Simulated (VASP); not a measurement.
# Ge in VASP: a series of runs

Ge is run at these levels: r2SCAN; tasks: electric field gradients.

Everything below comes from runs of VASP 6.6.1. Logs are shortened: lines on timing, memory, paths and dates and some standing lists are left out, and cuts for length are marked.

## 1. The cell of the first run

Symmetry: Fd-3m, No. 227, cubic system. Conventional cell: a = 5.658 Å, b = 5.658 Å, c = 5.658 Å, α = 90.00°, β = 90.00°, γ = 90.00°. Ge (site symmetry -43m) has 4 Ge at 2.45 Å within 3.2 Å.

## 2. Electric field gradients, r2SCAN

File POSCAR:

```
Ge
1.0
    0.0000000000      2.8289100000      2.8289100000
    2.8289100000      0.0000000000      2.8289100000
    2.8289100000      2.8289100000      0.0000000000
Ge
2
Direct
    0.0000000000      0.0000000000      0.0000000000
    0.2500000000      0.2500000000      0.2500000000
```

File INCAR.step1:

```
SYSTEM = Ge
ALGO = Normal ; EDIFF = 1E-4
ENCUT = 520 ; GGA = PE
ISMEAR = -1 ; LASPH = .True.
LCHARG = .False. ; LREAL = .False.
LWAVE = .True. ; NBANDS = 21
NELM = 60 ; PREC = Accurate
SIGMA = 0.05
```

File INCAR.step2:

```
SYSTEM = Ge
ALGO = Normal ; EDIFF = 1E-8
ENCUT = 520 ; ISIF = 2
ISMEAR = -1 ; ISTART = 1
LASPH = .True. ; LCHARG = .False.
LEFG = .True. ; LMIXTAU = .True.
LREAL = .False. ; LWAVE = .False.
METAGGA = R2SCAN ; NBANDS = 21
NELM = 60 ; PREC = Accurate
SIGMA = 0.05
```

File KPOINTS:

```
k-points
0
Gamma
  9 9 9
  0 0 0
```

Potentials or basis: VASP PAW PBE potentials, release 64 (Ge_d).

Run with:

```console
$ cat potpaw_PBE.64/Ge_d/POTCAR > POTCAR
$ cp INCAR.step1 INCAR
$ mpirun -np 1 vasp_std > vasp.out
$ cp INCAR.step2 INCAR
$ mpirun -np 1 vasp_std > vasp.out
```

OUTCAR:

```text
SYSTEM = Ge
   EDIFF = 1E-8
   ENCUT = 520
   ISIF = 2
   ISMEAR = -1
   ISTART = 1
   LASPH = .True.
   LREAL = .False.
   METAGGA = R2SCAN
   NELM = 60
   PREC = Accurate

 ion  position               nearest neighbor table
   1  0.000  0.000  0.000-   2 2.45   2 2.45   2 2.45   2 2.45
   2  0.250  0.250  0.250-   1 2.45   1 2.45   1 2.45   1 2.45

  LATTYP: Found a face centered cubic cell.
 ALAT       =     5.6578200000

  Lattice vectors:

 A1 = (   0.0000000000,   2.8289100000,   2.8289100000)
 A2 = (   2.8289100000,   0.0000000000,   2.8289100000)
 A3 = (   2.8289100000,   2.8289100000,   0.0000000000)

Analysis of symmetry for initial positions (statically):
=====================================================================
 Subroutine PRICEL returns:
 Original cell was already a primitive cell.

 Routine SETGRP: Setting up the symmetry group for a
 face centered cubic supercell.

 Subroutine GETGRP returns: Found 48 space group operations
 (whereof 24 operations were pure point group operations)
 out of a pool of 48 trial point group operations.

The static configuration has the point symmetry T_d .
 The point group associated with its full space group is O_h .

Analysis of symmetry for dynamics (positions and initial velocities):
=====================================================================
 Subroutine PRICEL returns:
 Original cell was already a primitive cell.

 Routine SETGRP: Setting up the symmetry group for a
 face centered cubic supercell.

 Subroutine GETGRP returns: Found 48 space group operations
 (whereof 24 operations were pure point group operations)
 out of a pool of 48 trial point group operations.

The dynamic configuration has the point symmetry T_d .
 The point group associated with its full space group is O_h .

 Subroutine INISYM returns: Found 48 space group operations
 (whereof 24 operations are pure point group operations),
 and found     1 'primitive' translations

----------------------------------------------------------------------------------------

                                     Primitive cell

  volume of cell :      45.2780

[... 113 lines left out ...]
   METAGGA = R2SCAN    functional components
   LHFCALC =     F    Hartree Fock is set to
   AEXX    =    0.0000 exact exchange contribution
   IVDW    =     0    specifies the selected vdW correction
   LEPSILON=     F    determine dielectric tensor
   LRPA    =     F    only Hartree local field effects (RPA)
 non-spin polarized calculation
  energy-cutoff  :      520.00
  volume of cell :       45.28
 maximum number of plane-waves:      1243
 NGX is ok and might be reduce to    30
   NGX = 15   NGY = 15   NGZ = 15

 number of electron      28.0000022 magnetization

 Free energy of the ion-electron system (eV)
  ---------------------------------------------------
  ext. energy  EPLUGINS =         0.00000000
  ---------------------------------------------------
  free energy    TOTEN  =       -27.73933162 eV

  energy without entropy =      -27.73924791  energy(sigma->0) =      -27.73928977

 E-fermi :   5.0023     XC(G=0): -10.8190

 val. band max:        4.8017661048   @ k =   0.0000   0.0000   0.0000
 cond. band min:       5.2056232240   @ k =   0.0000   0.0000   0.0000
 fundamental gap:      0.4038571191
 Fermi energy:         5.0023296145

 k-point     1 :       0.0000    0.0000    0.0000
  band No.  band energies     occupation
      1     -20.6933      2.00000
      2     -20.6933      2.00000
      3     -20.6933      2.00000
      4     -20.6539      2.00000
      5     -20.6539      2.00000
      6     -20.4363      2.00000
[... 565 lines left out ...]
     20      17.9029      0.00000
     21      18.2875      0.00000

 [... further k-points ...]
[... 5 lines left out ...]
  --------------------------------------------------------------------------------------
  -------------------------------------------------------------------------------------
  Total        0.1900745      0.1900745      0.1900745      0.0000000      0.0000000     -0.0000000
  in kB        6.7258473      6.7258473      6.7258473      0.0000000      0.0000000     -0.0000000
  external PRESSURE =       6.7258473 kB  Pullay stress =       0.0000000 kB

 VOLUME and BASIS-vectors are now :
 -----------------------------------------------------------------------------
  energy-cutoff  :      520.00
  volume of cell :       45.28
      direct lattice vectors                 reciprocal lattice vectors
     0.000000000  2.828910000  2.828910000    -0.176746521  0.176746521  0.176746521
     2.828910000  0.000000000  2.828910000     0.176746521 -0.176746521  0.176746521
     2.828910000  2.828910000  0.000000000     0.176746521  0.176746521 -0.176746521

 POSITION                                       TOTAL-FORCE (eV/Angst)
 -----------------------------------------------------------------------------------
      0.00000      0.00000      0.00000        -0.000000     -0.000000     -0.000000
      1.41446      1.41446      1.41446         0.000000      0.000000      0.000000
 -----------------------------------------------------------------------------------
    total drift:                                0.000000     -0.000000      0.000000

  FREE ENERGIE OF THE ION-ELECTRON SYSTEM (eV)
  ---------------------------------------------------
  free  energy   TOTEN  =       -27.7393316233 eV

  energy  without entropy=      -27.7392479118  energy(sigma->0) =      -27.73928977

 Electric field gradients (V/A^2)
---------------------------------------------------------------------
 ion       V_xx      V_yy      V_zz      V_xy      V_xz      V_yz
---------------------------------------------------------------------
   1      -0.000    -0.000    -0.000     0.004     0.004     0.004
   2      -0.000    -0.000    -0.000     0.004     0.004     0.004
---------------------------------------------------------------------

 Electric field gradients after diagonalization (V/A^2)
 (convention: |V_zz| > |V_xx| > |V_yy|)
----------------------------------------------------------------------
 ion       V_xx      V_yy      V_zz     asymmetry (V_yy - V_xx)/ V_zz
----------------------------------------------------------------------
   1      -0.004    -0.004     0.007       0.000
   2      -0.004    -0.004     0.007       0.000
----------------------------------------------------------------------

           NMR quadrupolar parameters

 Cq : quadrupolar parameter    Cq=e*Q*V_zz/h
 eta: asymmetry parameters     (V_yy - V_xx)/ V_zz
 Q  : nuclear electric quadrupole moment in mb (millibarn)
----------------------------------------------------------------------
 ion       Cq(MHz)       eta       Q (mb)
----------------------------------------------------------------------
   1       0.000       0.000       1.000
   2       0.000       0.000       1.000
----------------------------------------------------------------------
```

OSZICAR.step1:

```text
N       E                     dE             d eps       ncg     rms          rms(c)
DAV:   1     0.191416830658E+03    0.19142E+03   -0.14781E+04  1674   0.368E+03
DAV:   2     0.188469248940E+02   -0.17257E+03   -0.16745E+03  1475   0.631E+02
DAV:   3    -0.818280091704E+01   -0.27030E+02   -0.26836E+02  1665   0.144E+02
DAV:   4    -0.907717120548E+01   -0.89437E+00   -0.89384E+00  1675   0.305E+01
DAV:   5    -0.909193008110E+01   -0.14759E-01   -0.14759E-01  1660   0.432E+00    0.320E+00
DAV:   6    -0.903314192526E+01    0.58788E-01   -0.21799E-02  1676   0.143E+00    0.190E+00
DAV:   7    -0.900235302259E+01    0.30789E-01   -0.48439E-02  1611   0.196E+00    0.148E-01
DAV:   8    -0.900408673014E+01   -0.17337E-02   -0.60766E-03  1620   0.952E-01    0.431E-02
DAV:   9    -0.900422645237E+01   -0.13972E-03   -0.20923E-04  1394   0.204E-01    0.158E-02
DAV:  10    -0.900424590516E+01   -0.19453E-04   -0.37562E-05  1180   0.673E-02
   1 F= -.90042459E+01 E0= -.90039674E+01  d E =-.556986E-03
```

Run time: 4.7 min. Hardware: 1 thread of Intel Xeon 8259CL, shared host; peak memory 0.18 GiB.

Results:

```
Free energy            : -27.7393 eV
Pressure               : 0.7 GPa
Band gap on the k mesh : 0.40 eV, direct
```

Caveat: without QUAD_EFG the Cq values of the log hold for a quadrupole moment of 1 mb, not for the nuclei; the PAW data sets were made with another functional, which shifts forces and pressure a little. r2SCAN opens gaps a little over a GGA but as a rule still falls short of measured ones.

## 3. Electric field gradients, r2SCAN (shortest bond scaled by 0.94)

File POSCAR:

```
Ge
1.0
    0.0000000000      2.8289100000      2.8289100000
    2.8289100000      0.0000000000      2.8289100000
    2.8289100000      2.8289100000      0.0000000000
Ge
2
Direct
   -0.0225000000      0.0075000000      0.0075000000
    0.2725000000      0.2425000000      0.2425000000
```

File INCAR.step1:

```
SYSTEM = Ge
PREC = Accurate
ENCUT = 520
ISMEAR = -1
SIGMA = 0.05
LREAL = .False.
LASPH = .True.
NELM = 60
NBANDS = 21
GGA = PE
ALGO = Normal
EDIFF = 1E-4
LWAVE = .True.
LCHARG = .False.
```

File INCAR.step2:

```
SYSTEM = Ge
PREC = Accurate
ENCUT = 520
EDIFF = 1E-8
ISMEAR = -1
SIGMA = 0.05
LREAL = .False.
LASPH = .True.
NELM = 60
ALGO = Normal
ISIF = 2
LWAVE = .False.
LCHARG = .False.
METAGGA = R2SCAN
LMIXTAU = .True.
LEFG = .True.
NBANDS = 21
ISTART = 1
```

File KPOINTS:

```
Automatic mesh
0
Gamma
  9 9 9
  0 0 0
```

Potentials or basis: VASP PAW PBE potentials, release 64 (Ge_d).

Run with:

```console
$ cat potpaw_PBE.64/Ge_d/POTCAR > POTCAR
$ cp INCAR.step1 INCAR
$ mpirun -np 1 vasp_std > vasp.out
$ cp INCAR.step2 INCAR
$ mpirun -np 1 vasp_std > vasp.out
```

OUTCAR:

```text
SYSTEM = Ge
   PREC = Accurate
   ENCUT = 520
   EDIFF = 1E-8
   ISMEAR = -1
   LREAL = .False.
   LASPH = .True.
   NELM = 60
   ISIF = 2
   METAGGA = R2SCAN
   ISTART = 1

 ion  position               nearest neighbor table
   1  0.977  0.008  0.008-   2 2.30   2 2.50   2 2.50   2 2.50
   2  0.273  0.242  0.242-   1 2.30   1 2.50   1 2.50   1 2.50

  LATTYP: Found a face centered cubic cell.
 ALAT       =     5.6578200000

  Lattice vectors:

 A1 = (   0.0000000000,   2.8289100000,   2.8289100000)
 A2 = (   2.8289100000,   0.0000000000,   2.8289100000)
 A3 = (   2.8289100000,   2.8289100000,   0.0000000000)

Analysis of symmetry for initial positions (statically):
=====================================================================
 Subroutine PRICEL returns:
 Original cell was already a primitive cell.

 Routine SETGRP: Setting up the symmetry group for a
 face centered cubic supercell.

 Subroutine GETGRP returns: Found 12 space group operations
 (whereof  6 operations were pure point group operations)
 out of a pool of 48 trial point group operations.

The static configuration has the point symmetry C_3v.
 The point group associated with its full space group is D_3d.

Analysis of symmetry for dynamics (positions and initial velocities):
=====================================================================
 Subroutine PRICEL returns:
 Original cell was already a primitive cell.

 Routine SETGRP: Setting up the symmetry group for a
 face centered cubic supercell.

 Subroutine GETGRP returns: Found 12 space group operations
 (whereof  6 operations were pure point group operations)
 out of a pool of 48 trial point group operations.

[... 150 lines left out ...]

 val. band max:        4.9166997347   @ k =   0.0000   0.1111   0.0000
 cond. band min:       5.1143419406   @ k =   0.0000   0.4444   0.0000
 fundamental gap:      0.1976422058
 Fermi energy:         5.0816869566

 k-point     1 :       0.0000    0.0000    0.0000
  band No.  band energies     occupation
      1     -20.7902      2.00000
      2     -20.6976      2.00000
      3     -20.6976      2.00000
      4     -20.6888      2.00000
      5     -20.6887      2.00000
      6     -20.4798      2.00000
[... 565 lines left out ...]
     20      14.1054      0.00000
     21      17.1797      0.00000

 [... further k-points ...]
[... 5 lines left out ...]
  --------------------------------------------------------------------------------------
  -------------------------------------------------------------------------------------
  Total        0.4337853      0.4337853      0.4337853     -0.8991121      0.8991121     -0.8991121
  in kB       15.3496325     15.3496325     15.3496325    -31.8153746     31.8153746    -31.8153746
  external PRESSURE =      15.3496325 kB  Pullay stress =       0.0000000 kB

 VOLUME and BASIS-vectors are now :
 -----------------------------------------------------------------------------
  energy-cutoff  :      520.00
  volume of cell :       45.28
      direct lattice vectors                 reciprocal lattice vectors
     0.000000000  2.828910000  2.828910000    -0.176746521  0.176746521  0.176746521
     2.828910000  0.000000000  2.828910000     0.176746521 -0.176746521  0.176746521
     2.828910000  2.828910000  0.000000000     0.176746521  0.176746521 -0.176746521

 POSITION                                       TOTAL-FORCE (eV/Angst)
 -----------------------------------------------------------------------------------
      0.04243      2.78648      2.78648        -1.221202      1.221202      1.221202
      1.37202      1.45689      1.45689         1.221202     -1.221202     -1.221202
 -----------------------------------------------------------------------------------
    total drift:                                0.000000      0.000000      0.000000

  FREE ENERGIE OF THE ION-ELECTRON SYSTEM (eV)
  ---------------------------------------------------
  free  energy   TOTEN  =       -27.5926191836 eV

  energy  without entropy=      -27.5917587758  energy(sigma->0) =      -27.59218898

 Electric field gradients (V/A^2)
---------------------------------------------------------------------
 ion       V_xx      V_yy      V_zz      V_xy      V_xz      V_yz
---------------------------------------------------------------------
   1      -0.000     0.000     0.000    16.418    16.418   -16.411
   2      -0.000     0.000     0.000    16.418    16.418   -16.411
---------------------------------------------------------------------

 Electric field gradients after diagonalization (V/A^2)
 (convention: |V_zz| > |V_xx| > |V_yy|)
----------------------------------------------------------------------
 ion       V_xx      V_yy      V_zz     asymmetry (V_yy - V_xx)/ V_zz
----------------------------------------------------------------------
   1      16.421    16.411   -32.832       0.000
   2      16.421    16.411   -32.832       0.000
----------------------------------------------------------------------

           NMR quadrupolar parameters

 Cq : quadrupolar parameter    Cq=e*Q*V_zz/h
 eta: asymmetry parameters     (V_yy - V_xx)/ V_zz
 Q  : nuclear electric quadrupole moment in mb (millibarn)
----------------------------------------------------------------------
 ion       Cq(MHz)       eta       Q (mb)
----------------------------------------------------------------------
   1      -0.079       0.000       1.000
   2      -0.079       0.000       1.000
----------------------------------------------------------------------
```

OUTCAR.step1:

```text
SYSTEM = Ge
   PREC = Accurate
   ENCUT = 520
   ISMEAR = -1
   LREAL = .False.
   LASPH = .True.
[... 799 lines left out ...]
      0.04243      2.78648      2.78648        -1.180153      1.180153      1.180153
      1.37202      1.45689      1.45689         1.180153     -1.180153     -1.180153
 -----------------------------------------------------------------------------------
    total drift:                                0.000000      0.000000      0.000000

  FREE ENERGIE OF THE ION-ELECTRON SYSTEM (eV)
  ---------------------------------------------------
  free  energy   TOTEN  =        -8.8627628924 eV

  energy  without entropy=       -8.8609440383  energy(sigma->0) =       -8.86185347
```

Wall time 8 min (1 thread of Intel Xeon 8259CL, shared host); peak memory 0.21 GiB.

What came out:

```
Free energy            : -27.5926 eV
Pressure               : 1.5 GPa
Largest force          : 2.115 eV/Å
Band gap on the k mesh : zero (band 14 reaches 5.24 eV, above the bottom of band 15 at 5.11 eV)
```

Forces on the atoms (eV/Å):
```
Ge  -1.221  1.221  1.221
Ge   1.221 -1.221 -1.221
```

Stress tensor (GPa, compression positive):
```
 1.53 -3.18 -3.18
-3.18  1.53  3.18
-3.18  3.18  1.53
```

Electric field gradients, principal values (V/Å²):
```csv
atom,least,middle,greatest (by size)
1 Ge,16.411,16.421,-32.832
2 Ge,16.411,16.421,-32.832
```

Caveat: the cell differs from its parent crystal (shortest bond scaled by 0.94); without QUAD_EFG the Cq values of the log hold for a quadrupole moment of 1 mb, not for the nuclei; the PAW data sets were made with another functional, which shifts forces and pressure a little.
